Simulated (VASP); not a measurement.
# Hf (P-1) in VASP: notebook

The runs below take Hf through single point, relaxation of cell and atoms, with PBE+D3(BJ), PBE.

Everything below comes from runs of VASP 6.6.1. Logs are shortened: lines on timing, memory, paths and dates and some standing lists are left out, and cuts for length are marked.

**1. The cell of the first run**

The typed cell holds 1 atom: a = 3.078 Å, b = 3.058 Å, c = 3.476 Å, α = 55.73°, β = 55.49°, γ = 61.24°.

**2. Single point, PBE+D3(BJ)**

File INCAR:

```
SYSTEM = Hf
PREC = Accurate ; ENCUT = 520
EDIFF = 1E-6 ; ISMEAR = -1
SIGMA = 0.05 ; LREAL = .FALSE.
LASPH = .TRUE. ; NELM = 100
ALGO = Fast ; ISIF = 2
LWAVE = .FALSE. ; LCHARG = .FALSE.
GGA = PE ; IVDW = 12
NBANDS = 11
```

File KPOINTS:

```
regular mesh
0
G
  11 11 10
  0 0 0
```

File POSCAR:

```
Hf
1.0
    0.1192699600      2.3430520200      1.9928205800
    2.3210866400      0.1247983600      1.9872921700
    2.4497549800      2.4661919600     -0.0038699800
Hf
1
Direct
    0.0000000000      0.0000000000      0.0000000000
```

Potentials or basis: VASP PAW PBE potentials, release 64 (Hf_pv).

The run is started by

```sh
> cat potpaw_PBE.64/Hf_pv/POTCAR > POTCAR
> mpirun -np 1 vasp_std > vasp.out
```

OUTCAR:

```text
SYSTEM = Hf
   PREC = Accurate
   ENCUT = 520
   EDIFF = 1E-6
   ISMEAR = -1
   LREAL = .FALSE.
   LASPH = .TRUE.
   NELM = 100
   ISIF = 2
   GGA = PE
   IVDW = 12
 IVDW          = 12

 ion  position               nearest neighbor table
   1  0.000  0.000  0.000-

  LATTYP: Found a triclinic cell.
 ALAT       =     8.0853201912
 B/A-ratio  =     1.0599326946
 C/A-ratio  =     0.4299299125
 COS(alpha) =     0.0002686543
 COS(beta)  =     0.6444261274
 COS(gamma) =     0.7595425251

  Lattice vectors:

 A1 = (  -2.5596265600,  -4.8109024000,  -5.9729333300)
 A2 = (   2.2206134400,  -2.2215705000,  -7.9734938700)
 A3 = (  -2.4497549800,  -2.4661919600,   0.0038699800)

Analysis of symmetry for initial positions (statically):
=====================================================================
 Subroutine PRICEL returns:
 Original cell was already a primitive cell.

 Routine SETGRP: Setting up the symmetry group for a
 triclinic supercell.

 Subroutine GETGRP returns: Found  2 space group operations
 (whereof  2 operations were pure point group operations)
 out of a pool of  2 trial point group operations.

The static configuration has the point symmetry S_2 .

Analysis of symmetry for dynamics (positions and initial velocities):
=====================================================================
 Subroutine PRICEL returns:
 Original cell was already a primitive cell.

 Routine SETGRP: Setting up the symmetry group for a
 triclinic supercell.

 Subroutine GETGRP returns: Found  2 space group operations
 (whereof  2 operations were pure point group operations)
 out of a pool of  2 trial point group operations.

The dynamic configuration has the point symmetry S_2 .

 Subroutine INISYM returns: Found  2 space group operations
 (whereof  2 operations are pure point group operations),
 and found     1 'primitive' translations

----------------------------------------------------------------------------------------

                                     Primitive cell

  volume of cell :      21.6414

  direct lattice vectors                    reciprocal lattice vectors
     0.119269960  2.343052020  1.992820580    -0.226487975  0.225371345  0.250376994
     2.321086640  0.124798360  1.987292170     0.227514650 -0.225603412  0.251635733
     2.449754980  2.466191960 -0.003869980     0.203666082  0.202781518 -0.250609060

  length of vectors
     3.078222207  3.058160884  3.476121002     0.405928177  0.407406870  0.381320230

  position of ions in fractional coordinates (direct lattice)
     0.000000000  0.000000000  0.000000000

  ion indices of the primitive-cell ions
   primitive index   ion index
                 1           1

----------------------------------------------------------------------------------------

 KPOINTS: regular mesh

Automatic generation of k-mesh.
 Grid dimensions read from file:
 generate k-points for:   11   11   10

 Generating k-lattice:

  Cartesian coordinates                     Fractional coordinates (reciprocal lattice)
    -0.020589816  0.020488304  0.022761545     0.090909091  0.000000000  0.000000000
     0.020683150 -0.020509401  0.022875976    -0.000000000  0.090909091 -0.000000000
     0.020366608  0.020278152 -0.025060906    -0.000000000 -0.000000000  0.100000000

  Length of vectors
     0.036902562  0.037036988  0.038132023

  Shift w.r.t. Gamma in fractional coordinates (k-lattice)
     0.000000000  0.000000000  0.000000000

 Subroutine IBZKPT returns following result:
 ===========================================

 Found    606 irreducible k-points:

 Following reciprocal coordinates:
            Coordinates               Weight
  0.000000  0.000000  0.000000      1.000000
  0.090909  0.000000  0.000000      2.000000
  0.181818  0.000000  0.000000      2.000000
  0.272727  0.000000  0.000000      2.000000
  0.363636  0.000000  0.000000      2.000000
  0.454545  0.000000  0.000000      2.000000
[... 16 lines left out ...]
  0.454545  0.181818  0.000000      2.000000
 -0.454545  0.181818 -0.000000      2.000000
 [... further k-points ...]
   k-points           NKPTS =    606   k-points in BZ     NKDIM =    606   number of bands    NBANDS=     11
   number of dos      NEDOS =    301   number of ions     NIONS =      1
   total plane-waves  NPLWV =  16128
   dimension x,y,z NGX =    24 NGY =   24 NGZ =   28
   dimension x,y,z NGXF=    48 NGYF=   48 NGZF=   56
   ions per type =               1
   NGX,Y,Z   is equivalent  to a cutoff of  12.96, 13.05, 13.39 a.u.
   NGXF,Y,Z  is equivalent  to a cutoff of  25.92, 26.09, 26.78 a.u.
 SYSTEM =  Hf
   PREC   = accura    normal or accurate (medium, high low for compatibility)
   ISTART =      0    job   : 0-new  1-cont  2-samecut
   ICHARG =      2    charge: 1-file 2-atom 10-const
   ISPIN  =      1    spin polarized calculation?
   LNONCOLLINEAR =      F non collinear calculations
   LSORBIT =      F    spin-orbit coupling
   LASPH  =      T    aspherical Exc in radial PAW
   ENCUT  =  520.0 eV  38.22 Ry    6.18 a.u.   5.72  5.69  6.46*2*pi/ulx,y,z
   NELM   =    100;   NELMIN=  2; NELMDL= -5     # of ELM steps
   EDIFF  = 0.1E-05   stopping-criterion for ELM
   LREAL  =      F    real-space projection
   EDIFFG = 0.1E-04   stopping-criterion for IOM
   NSW    =      0    number of steps for IOM
   IBRION =     -1    ionic relax: 0-MD 1-quasi-New 2-CG
   NFREE  =      0    steps in history (QN), initial steepest desc. (CG)
   ISIF   =      2    stress and relaxation
   ISYM   =      2    0-nonsym 1-usesym 2-fastsym
   POTIM  = 0.5000    time-step for ionic-motion
   TEBEG  =    0.0;   TEEND  =   0.0 temperature during run
   PSTRESS=    0.0 pullay stress
   NELECT =      10.0000    total number of electrons
   NUPDOWN=      -1.0000    fix difference up-down
   EMIN   =  10.00;   EMAX   =-10.00  energy-range for DOS
   EFERMI =   0.00;   METHOD = LEGACY
   ISMEAR =    -1;   SIGMA  =   0.05  broadening in eV -4-tet -1-fermi 0-gaus
   EFERMI_NEDOS =   21; number of points for ismear=-14 and -15
   IALGO  =     68    algorithm
   IMIX   =      4    mixing-type and parameters
     AMIX     =   0.40;   BMIX     =  1.00
     AMIX_MAG =   1.60;   BMIX_MAG =  1.00
  volume/ion in A,a.u.               =      21.64       146.04
  Fermi-wavevector in a.u.,A,eV,Ry     =   1.265647  2.391727 21.794676  1.601863
  Thomas-Fermi vector in A             =   2.398890
   LORBIT       =      0    0 simple, 1 ext, 2 COOP (PROOUT), +10 PAW based schemes
   GGA     = PE    functional components
   LHFCALC =     F    Hartree Fock is set to
   AEXX    =    0.0000 exact exchange contribution
   IVDW    =    12    specifies the selected vdW correction
   LEPSILON=     F    determine dielectric tensor
   LRPA    =     F    only Hartree local field effects (RPA)
 non-spin polarized calculation
 RMM-DIIS sequential band-by-band and
  energy-cutoff  :      520.00
  volume of cell :       21.64
 maximum number of plane-waves:       595
   NGX = 11   NGY = 11   NGZ = 13

 number of electron      10.0000000 magnetization

 Free energy of the ion-electron system (eV)
  ---------------------------------------------------
  ext. energy  EPLUGINS =         0.00000000
  ---------------------------------------------------
  free energy    TOTEN  =        -9.79136397 eV

  energy without entropy =       -9.77874177  energy(sigma->0) =       -9.78505287

 E-fermi :   4.8905     XC(G=0): -11.4316

 val. band max:        4.8893001598   @ k =   0.4545   0.0000   0.2000
 cond. band min:       4.8918619600   @ k =  -0.3636  -0.1818   0.2000
 fundamental gap:      0.0025618002
 Fermi energy:         4.8904803314

 k-point     1 :       0.0000    0.0000    0.0000
  band No.  band energies     occupation
      1     -24.9408      2.00000
      2     -24.9165      2.00000
      3     -24.8617      2.00000
      4      -2.3405      2.00000
      5       5.3349      0.00028
      6       6.8452      0.00000
      7       7.3304      0.00000
      8       8.0376      0.00000
      9      10.2860      0.00000
     10      16.7776      0.00000
     11      18.5653      0.00000

 k-point     2 :       0.0909    0.0000    0.0000
  band No.  band energies     occupation
      1     -24.9748      2.00000
      2     -24.9590      2.00000
      3     -24.8939      2.00000
      4      -2.0171      2.00000
      5       5.4529      0.00003
      6       6.5685      0.00000
      7       7.4743      0.00000
      8       7.9146      0.00000
      9       9.9835      0.00000
     10      17.5043      0.00000
     11      19.2269      0.00000

 k-point     3 :       0.1818    0.0000    0.0000
  band No.  band energies     occupation
      1     -25.1838      2.00000
      2     -25.0076      2.00000
      3     -24.9224      2.00000
      4      -1.1268      2.00000
      5       5.5279      0.00001
      6       5.8415      0.00000
      7       7.9964      0.00000
      8       8.0332      0.00000
      9       9.4345      0.00000
     10      17.9607      0.00000
     11      18.1854      0.00000

 k-point     4 :       0.2727    0.0000    0.0000
  band No.  band energies     occupation
      1     -25.4543      2.00000
      2     -25.0704      2.00000
      3     -24.9513      2.00000
      4       0.0564      2.00000
      5       5.2019      0.00394
      6       5.2444      0.00169
      7       8.3832      0.00000
      8       8.9235      0.00000
      9       9.4976      0.00000
     10      16.5851      0.00000
     11      18.1725      0.00000

 k-point     5 :       0.3636    0.0000    0.0000
  band No.  band energies     occupation
      1     -25.6936      2.00000
      2     -25.1273      2.00000
      3     -24.9768      2.00000
      4       0.9965      2.00000
      5       4.7715      1.83051
      6       5.3295      0.00031
      7       8.0963      0.00000
      8      10.4115      0.00000
      9      10.5408      0.00000
     10      15.4616      0.00000
     11      18.4860      0.00000
[... 211 lines left out ...]
 k-point    21 :       0.2727    0.1818    0.0000
  band No.  band energies     occupation
      1     -25.3606      2.00000
      2     -25.1780      2.00000
      3     -25.0278      2.00000
      4       0.4490      2.00000
      5       4.6305      1.98901
      6       6.3302      0.00000
      7       7.6383      0.00000
      8       8.5069      0.00000
      9       9.5471      0.00000
     10      18.1453      0.00000
     11      18.4812      0.00000

 k-point    22 :       0.3636    0.1818   -0.0000
  band No.  band energies     occupation
      1     -25.5515      2.00000
      2     -25.2371      2.00000
      3     -25.0792      2.00000
      4       1.5314      2.00000
      5       4.2527      1.99999
      6       6.1109      0.00000
      7       6.9274      0.00000
      8       9.6688      0.00000
      9      10.8199      0.00000
     10      17.3502      0.00000
     11      18.1974      0.00000

 k-point    23 :       0.4545    0.1818    0.0000
  band No.  band energies     occupation
      1     -25.6961      2.00000
      2     -25.2646      2.00000
      3     -25.1354      2.00000
      4       2.1976      2.00000
      5       4.4607      1.99963
      6       5.7875      0.00000
      7       6.4620      0.00000
      8      11.3072      0.00000
      9      11.9459      0.00000
     10      15.4647      0.00000
     11      18.5923      0.00000

 k-point    24 :      -0.4545    0.1818   -0.0000
  band No.  band energies     occupation
      1     -25.7496      2.00000
      2     -25.2525      2.00000
      3     -25.1819      2.00000
      4       2.4329      2.00000
      5       4.5633      1.99712
      6       5.5996      0.00000
      7       6.6100      0.00000
      8      11.5250      0.00000
      9      12.4139      0.00000
     10      14.5750      0.00000
     11      19.0888      0.00000

 [... further k-points ...]

------------------------ aborting loop because EDIFF is reached ----------------------------------------

 Edisp (eV)   -0.46593

 E8    (eV) :    -0.2500

  FORCE on cell =-STRESS in cart. coord.  units (eV):
  Direction    XX          YY          ZZ          XY          YZ          ZX
  --------------------------------------------------------------------------------------
  -------------------------------------------------------------------------------------
  Total      -0.03064    -0.11658     0.10341    -0.24660     0.01549     0.06838
  in kB      -2.26864    -8.63049     7.65589   -18.25679     1.14668     5.06203
  external pressure =       -1.08 kB  Pullay stress =        0.00 kB

 VOLUME and BASIS-vectors are now :
 -----------------------------------------------------------------------------
  energy-cutoff  :      520.00
  volume of cell :       21.64
      direct lattice vectors                 reciprocal lattice vectors
     0.119269960  2.343052020  1.992820580    -0.226487975  0.225371345  0.250376994
     2.321086640  0.124798360  1.987292170     0.227514650 -0.225603412  0.251635733
     2.449754980  2.466191960 -0.003869980     0.203666082  0.202781518 -0.250609060

 POSITION                                       TOTAL-FORCE (eV/Angst)
 -----------------------------------------------------------------------------------
      0.00000      0.00000      0.00000         0.000000      0.000000      0.000000
 -----------------------------------------------------------------------------------
    total drift:                               -0.000000     -0.000000      0.000000

  FREE ENERGIE OF THE ION-ELECTRON SYSTEM (eV)
  ---------------------------------------------------
  free  energy   TOTEN  =       -10.2572934508 eV

  energy  without entropy=      -10.2446712584  energy(sigma->0) =      -10.25098235
```

Wall time 2.4 min (1 thread of Intel Xeon Platinum 8259CL at 2.50GHz (Skylake/Cascade Lake), shared host); peak memory 0.27 GiB.

Results:

| Item | Value |
| --- | --- |
| Free energy | -10.2573 eV |
| Pressure | -0.1 GPa |
| Band gap on the k mesh | zero (bands 5 and 6 overlap by 1.47 eV) |
| Dispersion energy per atom | -0.466 eV |

Stress tensor (GPa, compression positive):
```
-0.23 -1.83  0.51
-1.83 -0.86  0.11
 0.51  0.11  0.77
```

Caveat: three body term missing; spin-orbit coupling is left out, which moves the levels of the heavy elements.

**3. Relaxation of cell and atoms, PBE**

File INCAR:

```
SYSTEM = Hf
  PREC = Accurate
  ENCUT = 600
  EDIFF = 1E-6
  ISMEAR = -1
  SIGMA = 0.05
  LREAL = .False.
  LASPH = .True.
  NELM = 60
  ALGO = Fast
  ISIF = 3
  LWAVE = .False.
  LCHARG = .False.
  GGA = PE
  IBRION = 2
  NSW = 60
  EDIFFG = -0.01
```

File KPOINTS:

```
regular mesh
0
Gamma
  11 11 10
  0 0 0
```

POSCAR is that of step 2.

Potentials or basis: VASP PAW PBE potentials, release 64 (Hf_pv).

The run is started by

```sh
> cat potpaw_PBE.64/Hf_pv/POTCAR > POTCAR
> mpirun -np 1 vasp_std > vasp.out
```

OUTCAR:

```text
SYSTEM = Hf
   PREC = Accurate
   ENCUT = 600
   EDIFF = 1E-6
   ISMEAR = -1
   LREAL = .False.
   LASPH = .True.
   NELM = 60
   ISIF = 3
   GGA = PE
   IBRION = 2
   NSW = 60
   EDIFFG = -0.01

 ion  position               nearest neighbor table
   1  0.000  0.000  0.000-

  LATTYP: Found a triclinic cell.
 ALAT       =     8.0853201912
 B/A-ratio  =     1.0599326946
 C/A-ratio  =     0.4299299125
 COS(alpha) =     0.0002686543
 COS(beta)  =     0.6444261274
 COS(gamma) =     0.7595425251

  Lattice vectors:

 A1 = (  -2.5596265600,  -4.8109024000,  -5.9729333300)
 A2 = (   2.2206134400,  -2.2215705000,  -7.9734938700)
 A3 = (  -2.4497549800,  -2.4661919600,   0.0038699800)

Analysis of symmetry for initial positions (statically):
=====================================================================
[... 365 lines left out ...]

 k-point     1 :       0.0000    0.0000    0.0000
  band No.  band energies     occupation
      1     -25.3064      2.00000
      2     -25.3018      2.00000
      3     -25.3012      2.00000
      4      -2.4808      2.00000
      5       6.0895      0.00000
      6       6.1227      0.00000
      7       6.1582      0.00000
      8       8.8687      0.00000
      9       8.9355      0.00000
[... 265 lines left out ...]
 k-point    24 :      -0.4545    0.1818   -0.0000
  band No.  band energies     occupation
      1     -26.0275      2.00000
      2     -25.5689      2.00000
      3     -25.4608      2.00000
      4       2.0515      2.00000
      5       4.1154      1.99999
      6       5.3840      0.00000
      7       6.7532      0.00000
      8      10.8423      0.00000
      9      11.6889      0.00000

 [... further k-points ...]

------------------------ aborting loop because EDIFF is reached ----------------------------------------

  FORCE on cell =-STRESS in cart. coord.  units (eV):
  Direction    XX          YY          ZZ          XY          YZ          ZX
  --------------------------------------------------------------------------------------
  -------------------------------------------------------------------------------------
  Total       -0.0083523     -0.0020805     -0.0054336     -0.0024555      0.0039135      0.0048005
  in kB       -0.5962729     -0.1485298     -0.3879106     -0.1752995      0.2793896      0.3427129
  external PRESSURE =      -0.3775711 kB  Pullay stress =       0.0000000 kB
[... 16 lines left out ...]
  FREE ENERGIE OF THE ION-ELECTRON SYSTEM (eV)
  ---------------------------------------------------
  free  energy   TOTEN  =        -9.8604675271 eV

  energy  without entropy=       -9.8485009010  energy(sigma->0) =       -9.85448421

 reached required accuracy - stopping structural energy minimisation
```

OSZICAR:

```text
N       E                     dE             d eps       ncg     rms          rms(c)
DAV:   1     0.831012006946E+01    0.83101E+01   -0.65086E+03 10956   0.116E+03
DAV:   2    -0.979901844932E+01   -0.18109E+02   -0.17628E+02 16807   0.142E+02
[... 126 lines left out ...]
  15 F= -.98604581E+01 E0= -.98544723E+01  d E =-.170711E-04
       N       E                     dE             d eps       ncg     rms          rms(c)
DAV:   1    -0.986052460615E+01   -0.66505E-04   -0.43477E-03 10943   0.614E-01    0.664E-02
RMM:   2    -0.986048317257E+01    0.41434E-04   -0.43574E-05 11511   0.698E-02    0.259E-02
RMM:   3    -0.986046721944E+01    0.15953E-04   -0.25616E-05 11475   0.442E-02    0.184E-02
RMM:   4    -0.986046752713E+01   -0.30769E-06   -0.45877E-06 10215   0.192E-02
  16 F= -.98604675E+01 E0= -.98544842E+01  d E =-.945927E-05
```

CONTCAR:

```text
Hf
   1.00000000000000
     0.0026303232763070    2.2420166896110989    2.2352914206364414
     2.2423849279442885    0.0024008949593841    2.2358107512334233
     2.2450315057313759    2.2427626259903812    0.0055073009843858
  Hf
     1
Direct
     1.0000000000000000    0.0000000000000000    0.0000000000000000

  0.00000000E+00  0.00000000E+00  0.00000000E+00
```

Run time: 25 min. Hardware: 1 thread of Intel Xeon Platinum 8259CL at 2.50GHz (Skylake/Cascade Lake), shared host; peak memory 0.32 GiB.

Results:

```
Free energy                           : -9.8605 eV
Relaxed volume                        : 22.44 Å³/atom
Relaxed cell                          : a = 3.166 Å, b = 3.167 Å, c = 3.173 Å, α = 59.82°, β = 59.85°, γ = 60.02°
Space group after relaxing (to 0.1 Å) : Fm-3m (No. 225)
Energy gained by relaxing             : 68.9 meV/atom
Ionic steps                           : 16
Pressure after relaxing               : 0.0 GPa
Band gap on the k mesh                : zero (bands 5 and 6 overlap by 1.81 eV)
```

The path:
| step | energy change (eV) | largest force (eV/Å) | pressure (GPa) | volume (Å³) |
| --- | --- | --- | --- | --- |
| 1 | 0.0000 | 0.0000 | 3.45 | 21.64 |
| 2 | -0.0068 | 0.0000 | -3.27 | 23.13 |
| 3 | -0.0115 | 0.0000 | -0.83 | 22.53 |
| 4 | -0.0233 | 0.0000 | -0.97 | 22.59 |
| 5 | -0.0520 | 0.0000 | -1.06 | 22.69 |
| 6 | -0.0597 | 0.0000 | 0.62 | 22.34 |
| 7 | -0.0602 | 0.0000 | 1.24 | 22.21 |
| 8 | -0.0674 | 0.0000 | 0.11 | 22.42 |
| 9 | -0.0675 | 0.0000 | -0.02 | 22.45 |
| 10 | -0.0688 | 0.0000 | 0.03 | 22.43 |
| 11 | -0.0689 | 0.0000 | 0.07 | 22.42 |
| 12 | -0.0689 | 0.0000 | 0.06 | 22.42 |
| 13 | -0.0689 | 0.0000 | 0.06 | 22.42 |
| 14 | -0.0689 | 0.0000 | -0.05 | 22.45 |
| 15 | -0.0689 | 0.0000 | -0.08 | 22.45 |
| 16 | -0.0689 | 0.0000 | -0.04 | 22.44 |

Final structure:
```
Hf
1.0
     0.00263    2.24202    2.23529
     2.24238    0.00240    2.23581
     2.24503    2.24276    0.00551
Hf
1
Direct
  0.00000 0.00000 0.00000
```

Levels at points of the mesh, in eV from the Fermi level:
```csv
k point,band 2,band 3,band 4,band 5,band 6,band 7,band 8,band 9
"(0.00, 0.00, 0.00)",-30.03,-30.03,-7.21,1.36,1.40,1.43,4.14,4.21
"(0.00, 0.00, 0.50)",-30.14,-30.14,-3.63,0.56,1.17,1.18,6.25,6.31
```

Caveat: spin-orbit coupling is left out, which moves the levels of the heavy elements. Zero-point motion and thermal expansion aren't in these numbers.

(Part 1 of 2 ends here.)
